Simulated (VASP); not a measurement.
# Co3C in VASP: a series of runs

Runs on Co3C. Level: PBEsol. Tasks: single point.

All numbers are computed with VASP 6.6.1; they aren't measurements. Logs are shortened: lines on timing, memory, paths and dates and some standing lists are left out, and cuts for length are marked.

## (1) The cell of the first run

The cell holds a slab with vacuum, 4 atoms: a = 2.456 Å, b = 2.456 Å, c = 22.969 Å, α = 90.00°, β = 90.00°, γ = 120.00°.

## (2) Single point, PBEsol, collinear spin, ferromagnetic start

INCAR

```
  PREC = Accurate
  ENCUT = 520
  EDIFF = 1E-7
  ISMEAR = 0
  SIGMA = 0.1
  LREAL = False
  LASPH = True
  NELM = 150
  ALGO = Normal
  ISIF = 2
  LWAVE = False
  LCHARG = False
  ISPIN = 2
  MAGMOM = 1.94 1.89 1.94 2
  LORBIT = 11
  LMAXMIX = 4
  LDIPOL = True
  IDIPOL = 3
  DIPOL = 0.5 0.5 0.494
  GGA = PS
  NBANDS = 28
```

KPOINTS

```
regular mesh
0
Gamma
  12 12 1
```

POSCAR

```
Co3C
1.0
    2.4564222732      0.0000000000      0.0000000000
   -1.2282111366      2.1273240910      0.0000000000
    0.0000000000      0.0000000000     22.9694135544
Co C
3 1
Direct
    0.3333333333      0.6666666667      0.3700573364
    0.6666666667      0.3333333333      0.4551379596
    0.3333333333      0.6666666667      0.5402158258
    0.3333333333      0.6666666667      0.6125334911
```

Potentials or basis: VASP PAW PBE potentials, release 64 (Co, C).

Command:

```
$ cat potpaw_PBE.64/Co/POTCAR potpaw_PBE.64/C/POTCAR > POTCAR
$ mpirun -np 1 vasp_std > vasp.out
```

OUTCAR:

```text
PREC = Accurate
   ENCUT = 520
   EDIFF = 1E-7
   ISMEAR = 0
   LREAL = False
   LASPH = True
   NELM = 150
   ISIF = 2
   ISPIN = 2
   LORBIT = 11
   GGA = PS

 ion  position               nearest neighbor table
   1  0.333  0.667  0.370-   2 2.41   2 2.41   2 2.41
   2  0.667  0.333  0.455-   3 2.41   3 2.41   3 2.41   1 2.41   1 2.41   1 2.41
   3  0.333  0.667  0.540-   4 1.66   2 2.41   2 2.41   2 2.41
   4  0.333  0.667  0.613-   3 1.66

  LATTYP: Found a hexagonal cell.
 ALAT       =     2.4564222732
 C/A-ratio  =     9.3507593564

  Lattice vectors:

 A1 = (   2.4564222732,   0.0000000000,   0.0000000000)
 A2 = (  -1.2282111366,   2.1273240910,   0.0000000000)
 A3 = (   0.0000000000,   0.0000000000,  22.9694135544)

Analysis of symmetry for initial positions (statically):
=====================================================================
 Subroutine PRICEL returns:
 Original cell was already a primitive cell.

 Routine SETGRP: Setting up the symmetry group for a
 hexagonal supercell.

 Subroutine GETGRP returns: Found  6 space group operations
 (whereof  6 operations were pure point group operations)
 out of a pool of 24 trial point group operations.

The static configuration has the point symmetry C_3v.

Analysis of symmetry for dynamics (positions and initial velocities):
=====================================================================
 Subroutine PRICEL returns:
 Original cell was already a primitive cell.

 Routine SETGRP: Setting up the symmetry group for a
 hexagonal supercell.

 Subroutine GETGRP returns: Found  6 space group operations
 (whereof  6 operations were pure point group operations)
 out of a pool of 24 trial point group operations.

The dynamic configuration has the point symmetry C_3v.

Analysis of structural, dynamic, and magnetic symmetry:
=====================================================================
 Subroutine PRICEL returns:
 Original cell was already a primitive cell.

 Routine SETGRP: Setting up the symmetry group for a
 hexagonal supercell.

 Subroutine GETGRP returns: Found  6 space group operations
 (whereof  6 operations were pure point group operations)
 out of a pool of 24 trial point group operations.

The overall configuration has the point symmetry C_3v.

 Subroutine INISYM returns: Found  6 space group operations
 (whereof  6 operations are pure point group operations),
 and found     1 'primitive' translations

----------------------------------------------------------------------------------------

                                     Primitive cell

  volume of cell :     120.0291

  direct lattice vectors                    reciprocal lattice vectors
     2.456422273  0.000000000  0.000000000     0.407096130  0.235037060  0.000000000
    -1.228211137  2.127324091  0.000000000     0.000000000  0.470074120  0.000000000
     0.000000000  0.000000000 22.969413554     0.000000000  0.000000000  0.043536157

  length of vectors
     2.456422273  2.456422273 22.969413554     0.470074120  0.470074120  0.043536157

  position of ions in fractional coordinates (direct lattice)
     0.333333333  0.666666667  0.370057336
     0.666666667  0.333333333  0.455137960
     0.333333333  0.666666667  0.540215826
     0.333333333  0.666666667  0.612533491

  ion indices of the primitive-cell ions
   primitive index   ion index
                 1           1
                 2           2
                 3           3
                 4           4

----------------------------------------------------------------------------------------

 KPOINTS: regular mesh

Automatic generation of k-mesh.
 Grid dimensions read from file:
 generate k-points for:   12   12    1

 Generating k-lattice:

  Cartesian coordinates                     Fractional coordinates (reciprocal lattice)
     0.033924677  0.019586422  0.000000000     0.083333333  0.000000000  0.000000000
     0.000000000  0.039172843  0.000000000     0.000000000  0.083333333  0.000000000
     0.000000000  0.000000000  0.043536157     0.000000000  0.000000000  1.000000000

  Length of vectors
     0.039172843  0.039172843  0.043536157

  Shift w.r.t. Gamma in fractional coordinates (k-lattice)
     0.000000000  0.000000000  0.000000000

 Subroutine IBZKPT returns following result:
 ===========================================

 Found     19 irreducible k-points:

 Following reciprocal coordinates:
            Coordinates               Weight
  0.000000  0.000000  0.000000      1.000000
  0.083333 -0.000000  0.000000      6.000000
  0.166667 -0.000000  0.000000      6.000000
  0.250000  0.000000  0.000000      6.000000
  0.333333  0.000000  0.000000      6.000000
  0.416667 -0.000000  0.000000      6.000000
[... 11 lines left out ...]
  0.333333  0.250000  0.000000     12.000000
  0.333333  0.333333  0.000000      2.000000
   k-points           NKPTS =     19   k-points in BZ     NKDIM =     19   number of bands    NBANDS=     28
   number of dos      NEDOS =    301   number of ions     NIONS =      4
   total plane-waves  NPLWV =  58320
   dimension x,y,z NGX =    18 NGY =   18 NGZ =  180
   dimension x,y,z NGXF=    36 NGYF=   36 NGZF=  360
   ions per type =               3   1
   NGX,Y,Z   is equivalent  to a cutoff of  12.18, 12.18, 13.03 a.u.
   NGXF,Y,Z  is equivalent  to a cutoff of  24.36, 24.36, 26.06 a.u.
 SYSTEM =  unknown system
   PREC   = accura    normal or accurate (medium, high low for compatibility)
   ISTART =      0    job   : 0-new  1-cont  2-samecut
   ICHARG =      2    charge: 1-file 2-atom 10-const
   ISPIN  =      2    spin polarized calculation?
   LNONCOLLINEAR =      F non collinear calculations
   LSORBIT =      F    spin-orbit coupling
   LASPH  =      T    aspherical Exc in radial PAW
   ENCUT  =  520.0 eV  38.22 Ry    6.18 a.u.   4.57  4.57 42.71*2*pi/ulx,y,z
   NELM   =    150;   NELMIN=  2; NELMDL= -5     # of ELM steps
   EDIFF  = 0.1E-06   stopping-criterion for ELM
   LREAL  =      F    real-space projection
   EDIFFG = 0.1E-05   stopping-criterion for IOM
   NSW    =      0    number of steps for IOM
   IBRION =     -1    ionic relax: 0-MD 1-quasi-New 2-CG
   NFREE  =      0    steps in history (QN), initial steepest desc. (CG)
   ISIF   =      2    stress and relaxation
   ISYM   =      2    0-nonsym 1-usesym 2-fastsym
   POTIM  = 0.5000    time-step for ionic-motion
   TEBEG  =    0.0;   TEEND  =   0.0 temperature during run
   PSTRESS=    0.0 pullay stress
   NELECT =      31.0000    total number of electrons
   NUPDOWN=      -1.0000    fix difference up-down
   EMIN   =  10.00;   EMAX   =-10.00  energy-range for DOS
   EFERMI =   0.00;   METHOD = LEGACY
   ISMEAR =     0;   SIGMA  =   0.10  broadening in eV -4-tet -1-fermi 0-gaus
   EFERMI_NEDOS =   21; number of points for ismear=-14 and -15
   IALGO  =     38    algorithm
   IMIX   =      4    mixing-type and parameters
     AMIX     =   0.40;   BMIX     =  1.00
     AMIX_MAG =   1.60;   BMIX_MAG =  1.00
  volume/ion in A,a.u.               =      30.01       202.50
  Fermi-wavevector in a.u.,A,eV,Ry     =   1.042557  1.970147 14.788518  1.086925
  Thomas-Fermi vector in A             =   2.177228
   LORBIT       =     11    0 simple, 1 ext, 2 COOP (PROOUT), +10 PAW based schemes
   GGA     = PS    functional components
   LHFCALC =     F    Hartree Fock is set to
   AEXX    =    0.0000 exact exchange contribution
   IVDW    =     0    specifies the selected vdW correction
   LEPSILON=     F    determine dielectric tensor
   LRPA    =     F    only Hartree local field effects (RPA)
 spin polarized calculation
 Gauss-broadening in eV      SIGMA  =   0.10
  energy-cutoff  :      520.00
  volume of cell :      120.03
 maximum number of plane-waves:      3288
   NGX =  9   NGY =  9   NGZ = 85

 dipolmoment           0.000000      0.000000     -0.033078 electrons x Angstroem

 number of electron      30.9999980 magnetization       4.0003783

 dipolmoment           0.000000      0.000000      0.050752 electrons x Angstroem

 Free energy of the ion-electron system (eV)
  ---------------------------------------------------
  ext. energy  EPLUGINS =         0.00000000
  ---------------------------------------------------
  free energy    TOTEN  =       -27.79218637 eV

  energy without entropy =      -27.78184435  energy(sigma->0) =      -27.78701536

 E-fermi :  -0.8756     XC(G=0):  -5.1454

 val. band max:       -0.8808607934   @ k =   0.0000   0.0000   0.0000
 cond. band min:      -0.8630318094   @ k =   0.1667   0.0833   0.0000
 fundamental gap:      0.0178289839
 Fermi energy:        -0.8755853965

 spin component 1

 k-point     1 :       0.0000    0.0000    0.0000
  band No.  band energies     occupation
      1     -13.8362      1.00000
      2      -9.2789      1.00000
      3      -7.1392      1.00000
      4      -6.2778      1.00000
      5      -4.6688      1.00000
      6      -3.6705      1.00000
[... 559 lines left out ...]
     26       9.6633      0.00000
     27      11.1429      0.00000
 Fermi energy:        -0.8755853965

 spin component 2

 k-point     1 :       0.0000    0.0000    0.0000
  band No.  band energies     occupation
      1     -13.8374      1.00000
      2      -9.2025      1.00000
      3      -6.9707      1.00000
      4      -5.6397      1.00000
      5      -4.3973      1.00000
      6      -2.1949      1.00000
[... 559 lines left out ...]
     26      10.0503      0.00000
     27      11.5564      0.00000
 [bands above 27 left out]

------------------------ aborting loop because EDIFF is reached ----------------------------------------

 vacuum level on the upper side and lower side of the slab       (xc-potential included)         0.791        -0.916

  FORCE on cell =-STRESS in cart. coord.  units (eV):
  Direction    XX          YY          ZZ          XY          YZ          ZX
  --------------------------------------------------------------------------------------
  -------------------------------------------------------------------------------------
  Total       -0.9337369     -0.9337369      1.4507553     -0.0000000     -0.0000000      0.0000000
  in kB      -12.4637440    -12.4637440     19.3650288     -0.0000000     -0.0000000      0.0000000
  external PRESSURE =      -1.8541531 kB  Pullay stress =       0.0000000 kB

 VOLUME and BASIS-vectors are now :
 -----------------------------------------------------------------------------
  energy-cutoff  :      520.00
  volume of cell :      120.03
      direct lattice vectors                 reciprocal lattice vectors
     2.456422273  0.000000000  0.000000000     0.407096130  0.235037060  0.000000000
    -1.228211137  2.127324091  0.000000000     0.000000000  0.470074120  0.000000000
     0.000000000  0.000000000 22.969413554     0.000000000  0.000000000  0.043536157

 POSITION                                       TOTAL-FORCE (eV/Angst)
 -----------------------------------------------------------------------------------
     -0.00000      1.41822      8.50000         0.000000     -0.000000      0.297775
      1.22821      0.70911     10.45425        -0.000000     -0.000000     -1.078774
     -0.00000      1.41822     12.40844        -0.000000     -0.000000      0.471636
     -0.00000      1.41822     14.06954         0.000000      0.000000      0.309362
 -----------------------------------------------------------------------------------
    total drift:                                0.000000      0.000000      0.000474

  FREE ENERGIE OF THE ION-ELECTRON SYSTEM (eV)
  ---------------------------------------------------
  free  energy   TOTEN  =       -27.7921863653 eV

  energy  without entropy=      -27.7818443510  energy(sigma->0) =      -27.78701536

 vacuum level on the upper side and lower side of the slab         6.009         4.252

 total charge

# of ion       s       p       d       tot
------------------------------------------
    1        0.496   0.439   7.254   8.190
    2        0.516   0.572   7.310   8.398
    3        0.568   0.679   7.499   8.745
    4        1.036   1.100   0.000   2.136
--------------------------------------------------
tot          2.616   2.790  22.063  27.468

 magnetization (x)

# of ion       s       p       d       tot
------------------------------------------
    1       -0.014  -0.044   1.737   1.679
    2       -0.012  -0.043   1.645   1.590
    3       -0.008  -0.030   0.806   0.768
    4       -0.001  -0.030   0.000  -0.031
--------------------------------------------------
tot         -0.035  -0.147   4.188   4.006
```

It took 9.8 min on 1 thread of Intel Xeon 8259CL, shared host; peak memory 0.33 GiB.

Results:

```yaml
Free_energy: -27.7922 eV
Largest_force: 1.079 eV/Å
Net_moment: 4.00 μB per cell
Site_moments: Co +1.68, +1.59, +0.77; C -0.03 μB
Valence_electrons_inside_the_program's_atomic_spheres: Co 8.19, 8.40, 8.74; C 2.14
```

Forces on the atoms (eV/Å):
```
Co   0.000  0.000  0.298
Co   0.000  0.000 -1.079
Co   0.000  0.000  0.472
C    0.000  0.000  0.309
```

Levels at points of the mesh, in eV from the Fermi level:
Spin up:
```csv
k point,band 13,band 14,band 15,band 16,band 17,band 18,band 19,band 20,band 21,band 22
"(0.00, 0.00, 0.00)",-1.86,-1.66,-1.66,-1.18,-1.18,-0.82,-0.82,-0.10,4.99,5.62
"(0.50, 0.00, 0.00)",-0.92,-0.62,-0.55,-0.40,-0.15,1.10,2.46,2.90,3.64,3.78
```
Spin down:
```csv
k point,band 11,band 12,band 13,band 14,band 15,band 16
"(0.00, 0.00, 0.00)",-1.18,-0.80,-0.80,-0.55,-0.55,-0.01
"(0.50, 0.00, 0.00)",-0.47,-0.13,0.55,0.80,0.96,1.29
```

Caveat: the PAW data sets were made with another functional, which shifts forces and pressure a little.

(Part 1 of 2 ends here.)
